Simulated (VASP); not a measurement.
# CdSe (C2) in VASP: single point with PBE

Aim: the single point of CdSe with PBE.

Program: VASP 6.6.1. These are calculated values, not measurements. Logs are shortened: lines on timing, memory, paths and dates and some standing lists are left out, and cuts for length are marked.

**1. The cell of the first run**

It takes space group C2 (No. 5, monoclinic). The conventional cell has a = 6.201 Å, b = 6.197 Å, c = 4.562 Å, α = 90.00°, β = 128.77°, γ = 90.00°. Within 3.6 Å of Cd (site symmetry 2) lie 4 Se at 2.76 to 2.89 Å. Within 3.6 Å of Se (site symmetry 2) lie 4 Cd at 2.76 to 2.89 Å.

**2. Single point, PBE (engineering shear strain xz -0.0733, normal strain along z +0.1500)**

The input, INCAR:

```
PREC = Accurate
ENCUT = 520
EDIFF = 1E-6
ISMEAR = 0
SIGMA = 0.05
LREAL = False
LASPH = True
NELM = 60
ALGO = Normal
ISIF = 2
LWAVE = False
LCHARG = False
GGA = PE
NBANDS = 16
```

The input, KPOINTS:

```
regular mesh
0
Gamma
  10 10 10
```

The input, POSCAR:

```
CdSe
1.0
   -0.1135568978      3.5631768745      3.0984146735
    3.0984146735     -0.1135568978      3.0984146735
    2.9848577757      3.4496199767      0.0000000000
Cd Se
1 1
Direct
    0.0000000000      0.0000000000      0.0000000000
    0.7500000000      0.7500000000      0.7500000000
```

Potentials or basis: VASP PAW PBE potentials, release 64 (Cd, Se).

The run is started by

```bash
cat potpaw_PBE.64/Cd/POTCAR potpaw_PBE.64/Se/POTCAR > POTCAR
mpirun -np 1 vasp_std > vasp.out
```

OUTCAR:

```text
PREC = Accurate
   ENCUT = 520
   EDIFF = 1E-6
   ISMEAR = 0
   LREAL = False
   LASPH = True
   NELM = 60
   ISIF = 2
   GGA = PE

 ion  position               nearest neighbor table
   1  0.000  0.000  0.000-   2 2.76   2 2.76   2 2.89   2 2.89
   2  0.750  0.750  0.750-   1 2.76   1 2.76   1 2.89   1 2.89

  LATTYP: Found a base centered monoclinic cell.
 ALAT       =     6.2009898107
 B/A-ratio  =     0.9993290646
 C/A-ratio  =     0.7356432208
 COS(beta)  =    -0.6261922727

  Lattice vectors:

 A1 = (  -3.0984146735,   0.1135568978,  -3.0984146735)
 A2 = (  -3.0984146735,   0.1135568978,   3.0984146735)
 A3 = (   2.9848577757,   3.4496199767,   0.0000000000)

Analysis of symmetry for initial positions (statically):
=====================================================================
 Subroutine PRICEL returns:
 Original cell was already a primitive cell.

 Routine SETGRP: Setting up the symmetry group for a
 base centered monoclinic supercell.

 Subroutine GETGRP returns: Found  2 space group operations
 (whereof  2 operations were pure point group operations)
 out of a pool of  4 trial point group operations.

The static configuration has the point symmetry C_2 .

Analysis of symmetry for dynamics (positions and initial velocities):
=====================================================================
 Subroutine PRICEL returns:
 Original cell was already a primitive cell.

 Routine SETGRP: Setting up the symmetry group for a
 base centered monoclinic supercell.

 Subroutine GETGRP returns: Found  2 space group operations
 (whereof  2 operations were pure point group operations)
 out of a pool of  4 trial point group operations.

The dynamic configuration has the point symmetry C_2 .

 Subroutine INISYM returns: Found  2 space group operations
 (whereof  2 operations are pure point group operations),
 and found     1 'primitive' translations

----------------------------------------------------------------------------------------

                                     Primitive cell

  volume of cell :      68.3343

  direct lattice vectors                    reciprocal lattice vectors
    -0.113556898  3.563176874  3.098414674    -0.156412658  0.135339412  0.161372848
     3.098414674 -0.113556898  3.098414674     0.156412658 -0.135339412  0.161372848
     2.984857776  3.449619977  0.000000000     0.166710452  0.145637205 -0.161372848

  length of vectors
     4.723271969  4.383291246  4.561716116     0.262341137  0.262341137  0.273941173

  position of ions in fractional coordinates (direct lattice)
     0.000000000  0.000000000  0.000000000
     0.750000000  0.750000000  0.750000000

  ion indices of the primitive-cell ions
   primitive index   ion index
                 1           1
                 2           2

----------------------------------------------------------------------------------------

 KPOINTS: regular mesh

Automatic generation of k-mesh.
 Grid dimensions read from file:
 generate k-points for:   10   10   10

 Generating k-lattice:

  Cartesian coordinates                     Fractional coordinates (reciprocal lattice)
    -0.015641266  0.013533941  0.016137285     0.100000000  0.000000000 -0.000000000
     0.015641266 -0.013533941  0.016137285     0.000000000  0.100000000  0.000000000
     0.016671045  0.014563721 -0.016137285     0.000000000 -0.000000000  0.100000000

  Length of vectors
     0.026234114  0.026234114  0.027394117

  Shift w.r.t. Gamma in fractional coordinates (k-lattice)
     0.000000000  0.000000000  0.000000000

 Subroutine IBZKPT returns following result:
 ===========================================

 Found    282 irreducible k-points:

 Following reciprocal coordinates:
            Coordinates               Weight
  0.000000  0.000000  0.000000      1.000000
  0.100000 -0.000000  0.000000      4.000000
  0.200000 -0.000000  0.000000      4.000000
  0.300000 -0.000000 -0.000000      4.000000
  0.400000  0.000000  0.000000      4.000000
  0.500000  0.000000  0.000000      2.000000
[... 16 lines left out ...]
  0.300000  0.300000  0.000000      2.000000
  0.400000  0.300000  0.000000      4.000000
 [... further k-points ...]
   k-points           NKPTS =    282   k-points in BZ     NKDIM =    282   number of bands    NBANDS=     16
   number of dos      NEDOS =    301   number of ions     NIONS =      2
   total plane-waves  NPLWV =  46656
   dimension x,y,z NGX =    36 NGY =   36 NGZ =   36
   dimension x,y,z NGXF=    72 NGYF=   72 NGZF=   72
   ions per type =               1   1
   NGX,Y,Z   is equivalent  to a cutoff of  12.67, 13.65, 13.12 a.u.
   NGXF,Y,Z  is equivalent  to a cutoff of  25.34, 27.31, 26.24 a.u.
 SYSTEM =  unknown system
   PREC   = accura    normal or accurate (medium, high low for compatibility)
   ISTART =      0    job   : 0-new  1-cont  2-samecut
   ICHARG =      2    charge: 1-file 2-atom 10-const
   ISPIN  =      1    spin polarized calculation?
   LNONCOLLINEAR =      F non collinear calculations
   LSORBIT =      F    spin-orbit coupling
   LASPH  =      T    aspherical Exc in radial PAW
   ENCUT  =  520.0 eV  38.22 Ry    6.18 a.u.   8.78  8.15  8.48*2*pi/ulx,y,z
   NELM   =     60;   NELMIN=  2; NELMDL= -5     # of ELM steps
   EDIFF  = 0.1E-05   stopping-criterion for ELM
   LREAL  =      F    real-space projection
   EDIFFG = 0.1E-04   stopping-criterion for IOM
   NSW    =      0    number of steps for IOM
   IBRION =     -1    ionic relax: 0-MD 1-quasi-New 2-CG
   NFREE  =      0    steps in history (QN), initial steepest desc. (CG)
   ISIF   =      2    stress and relaxation
   ISYM   =      2    0-nonsym 1-usesym 2-fastsym
   POTIM  = 0.5000    time-step for ionic-motion
   TEBEG  =    0.0;   TEEND  =   0.0 temperature during run
   PSTRESS=    0.0 pullay stress
   NELECT =      18.0000    total number of electrons
   NUPDOWN=      -1.0000    fix difference up-down
   EMIN   =  10.00;   EMAX   =-10.00  energy-range for DOS
   EFERMI =   0.00;   METHOD = LEGACY
   ISMEAR =     0;   SIGMA  =   0.05  broadening in eV -4-tet -1-fermi 0-gaus
   EFERMI_NEDOS =   21; number of points for ismear=-14 and -15
   IALGO  =     38    algorithm
   IMIX   =      4    mixing-type and parameters
     AMIX     =   0.40;   BMIX     =  1.00
     AMIX_MAG =   1.60;   BMIX_MAG =  1.00
  volume/ion in A,a.u.               =      34.17       230.57
  Fermi-wavevector in a.u.,A,eV,Ry     =   1.049428  1.983132 14.984088  1.101299
  Thomas-Fermi vector in A             =   2.184390
   LORBIT       =      0    0 simple, 1 ext, 2 COOP (PROOUT), +10 PAW based schemes
   GGA     = PE    functional components
   LHFCALC =     F    Hartree Fock is set to
   AEXX    =    0.0000 exact exchange contribution
   IVDW    =     0    specifies the selected vdW correction
   LEPSILON=     F    determine dielectric tensor
   LRPA    =     F    only Hartree local field effects (RPA)
 non-spin polarized calculation
 Gauss-broadening in eV      SIGMA  =   0.05
  energy-cutoff  :      520.00
  volume of cell :       68.33
 maximum number of plane-waves:      1864
   NGX = 17   NGY = 17   NGZ = 17

 number of electron      18.0000002 magnetization

 Free energy of the ion-electron system (eV)
  ---------------------------------------------------
  ext. energy  EPLUGINS =         0.00000000
  ---------------------------------------------------
  free energy    TOTEN  =        -5.28547457 eV

  energy without entropy =       -5.28546981  energy(sigma->0) =       -5.28547219

 E-fermi :  -0.1836     XC(G=0):  -8.0503

 val. band max:       -0.2635467994   @ k =   0.0000   0.0000   0.0000
 cond. band min:      -0.1046476186   @ k =   0.0000   0.0000   0.0000
 fundamental gap:      0.1588991808
 Fermi energy:        -0.1836161362

 k-point     1 :       0.0000    0.0000    0.0000
  band No.  band energies     occupation
      1     -12.0876      2.00000
      2      -7.9443      2.00000
      3      -7.8778      2.00000
      4      -7.8727      2.00000
      5      -7.7074      2.00000
      6      -7.7026      2.00000
[... 8 lines left out ...]
     15       9.3031      0.00000
     16      10.0241      0.00000

 k-point     2 :       0.1000   -0.0000    0.0000
  band No.  band energies     occupation
      1     -12.0671      2.00000
      2      -7.9367      2.00000
      3      -7.8723      2.00000
      4      -7.8567      2.00000
      5      -7.7089      2.00000
      6      -7.7002      2.00000
[... 8 lines left out ...]
     15       9.4040      0.00000
     16      10.5144      0.00000

 k-point     3 :       0.2000   -0.0000    0.0000
  band No.  band energies     occupation
      1     -12.0130      2.00000
      2      -7.9202      2.00000
      3      -7.8604      2.00000
      4      -7.8038      2.00000
      5      -7.7120      2.00000
      6      -7.6913      2.00000
[... 8 lines left out ...]
     15       9.8844      0.00000
     16      10.0662      0.00000

 k-point     4 :       0.3000   -0.0000   -0.0000
  band No.  band energies     occupation
      1     -11.9455      2.00000
      2      -7.9047      2.00000
      3      -7.8472      2.00000
      4      -7.7287      2.00000
      5      -7.7127      2.00000
      6      -7.6661      2.00000
[... 8 lines left out ...]
     15       9.7617      0.00000
     16      10.1752      0.00000

 k-point     5 :       0.4000    0.0000    0.0000
  band No.  band energies     occupation
      1     -11.8905      2.00000
      2      -7.8949      2.00000
      3      -7.8382      2.00000
      4      -7.7158      2.00000
      5      -7.6881      2.00000
      6      -7.5960      2.00000
[... 8 lines left out ...]
     15      10.0619      0.00000
     16      10.7642      0.00000

 k-point     6 :       0.5000    0.0000    0.0000
  band No.  band energies     occupation
      1     -11.8693      2.00000
      2      -7.8917      2.00000
      3      -7.8352      2.00000
      4      -7.7152      2.00000
      5      -7.6803      2.00000
      6      -7.5551      2.00000
[... 8 lines left out ...]
     15      10.1726      0.00000
     16      10.9462      0.00000

 k-point     7 :       0.1000    0.1000    0.0000
  band No.  band energies     occupation
      1     -12.0559      2.00000
      2      -7.9317      2.00000
      3      -7.8621      2.00000
      4      -7.8593      2.00000
      5      -7.7114      2.00000
      6      -7.6962      2.00000
[... 8 lines left out ...]
     15       9.7288      0.00000
     16       9.9669      0.00000

 k-point     8 :       0.2000    0.1000    0.0000
  band No.  band energies     occupation
      1     -12.0096      2.00000
      2      -7.9157      2.00000
      3      -7.8542      2.00000
      4      -7.8180      2.00000
      5      -7.7146      2.00000
      6      -7.6863      2.00000
[... 8 lines left out ...]
     15       9.3148      0.00000
     16      10.4247      0.00000

 k-point     9 :       0.3000    0.1000    0.0000
  band No.  band energies     occupation
      1     -11.9454      2.00000
      2      -7.8991      2.00000
      3      -7.8427      2.00000
      4      -7.7555      2.00000
      5      -7.7116      2.00000
      6      -7.6612      2.00000
[... 8 lines left out ...]
     15       9.4769      0.00000
     16      10.7065      0.00000
[... 172 lines left out ...]
 k-point    19 :       0.5000    0.2000    0.0000
  band No.  band energies     occupation
      1     -11.8324      2.00000
      2      -7.8652      2.00000
      3      -7.8138      2.00000
      4      -7.7372      2.00000
      5      -7.6824      2.00000
      6      -7.5186      2.00000
[... 8 lines left out ...]
     15      10.7588      0.00000
     16      11.1990      0.00000

 k-point    20 :      -0.4000    0.2000   -0.0000
  band No.  band energies     occupation
      1     -11.8360      2.00000
      2      -7.8682      2.00000
      3      -7.8173      2.00000
      4      -7.7291      2.00000
      5      -7.6841      2.00000
      6      -7.5184      2.00000
[... 8 lines left out ...]
     15      10.3224      0.00000
     16      11.2548      0.00000

 k-point    21 :      -0.3000    0.2000    0.0000
  band No.  band energies     occupation
      1     -11.8729      2.00000
      2      -7.8782      2.00000
      3      -7.8253      2.00000
      4      -7.7264      2.00000
      5      -7.6901      2.00000
      6      -7.5849      2.00000
[... 8 lines left out ...]
     15       9.5812      0.00000
     16      10.7991      0.00000

 k-point    22 :      -0.2000    0.2000   -0.0000
  band No.  band energies     occupation
      1     -11.9288      2.00000
      2      -7.8940      2.00000
      3      -7.8378      2.00000
      4      -7.7313      2.00000
      5      -7.6972      2.00000
      6      -7.6666      2.00000
[... 8 lines left out ...]
     15       9.8628      0.00000
     16      10.6468      0.00000

 k-point    23 :       0.3000    0.3000    0.0000
  band No.  band energies     occupation
      1     -11.8721      2.00000
      2      -7.8613      2.00000
      3      -7.7874      2.00000
      4      -7.7860      2.00000
      5      -7.6957      2.00000
      6      -7.6141      2.00000
[... 8 lines left out ...]
     15      10.1038      0.00000
     16      12.9487      0.00000

 k-point    24 :       0.4000    0.3000    0.0000
  band No.  band energies     occupation
      1     -11.8267      2.00000
      2      -7.8476      2.00000
      3      -7.7937      2.00000
      4      -7.7605      2.00000
      5      -7.6838      2.00000
      6      -7.5535      2.00000
[... 8 lines left out ...]
     15      10.4431      0.00000
     16      12.1280      0.00000

 [... further k-points ...]

------------------------ aborting loop because EDIFF is reached ----------------------------------------

  FORCE on cell =-STRESS in cart. coord.  units (eV):
  Direction    XX          YY          ZZ          XY          YZ          ZX
  --------------------------------------------------------------------------------------
  -------------------------------------------------------------------------------------
  Total       -1.3615046     -2.8179587     -1.3931689      0.5095419      0.0000000      0.0000000
  in kB      -31.9220526    -66.0703051    -32.6644592     11.9468004      0.0000000      0.0000000
  external PRESSURE =     -43.5522723 kB  Pullay stress =       0.0000000 kB

 VOLUME and BASIS-vectors are now :
 -----------------------------------------------------------------------------
  energy-cutoff  :      520.00
  volume of cell :       68.33
      direct lattice vectors                 reciprocal lattice vectors
    -0.113556898  3.563176874  3.098414674    -0.156412658  0.135339412  0.161372848
     3.098414674 -0.113556898  3.098414674     0.156412658 -0.135339412  0.161372848
     2.984857776  3.449619977  0.000000000     0.166710452  0.145637205 -0.161372848

 POSITION                                       TOTAL-FORCE (eV/Angst)
 -----------------------------------------------------------------------------------
      0.00000      0.00000      0.00000         0.000000     -0.000000      0.067476
      4.47729      5.17443      4.64762        -0.000000      0.000000     -0.067476
 -----------------------------------------------------------------------------------
    total drift:                                0.000000      0.000001      0.000055

  FREE ENERGIE OF THE ION-ELECTRON SYSTEM (eV)
  ---------------------------------------------------
  free  energy   TOTEN  =        -5.2854745732 eV

  energy  without entropy=       -5.2854698099  energy(sigma->0) =       -5.28547219
```

Run time: 4 min. Hardware: 1 thread of AMD EPYC 7R43 (Zen 3), shared host; peak memory 0.42 GiB.

Results:

```yaml
Free_energy: -5.2855 eV
Pressure: -4.4 GPa
Largest_force: 0.067 eV/Å
Band_gap_on_the_k_mesh: 0.16 eV, direct
```

Forces on the atoms (eV/Å):
```
Cd   0.000  0.000  0.067
Se   0.000  0.000 -0.067
```

Stress tensor (GPa, compression positive):
```
-3.19  1.19  0.00
 1.19 -6.61  0.00
 0.00  0.00 -3.27
```

Caveat: the cell differs from its parent crystal (engineering shear strain xz -0.0733, normal strain along z +0.1500).
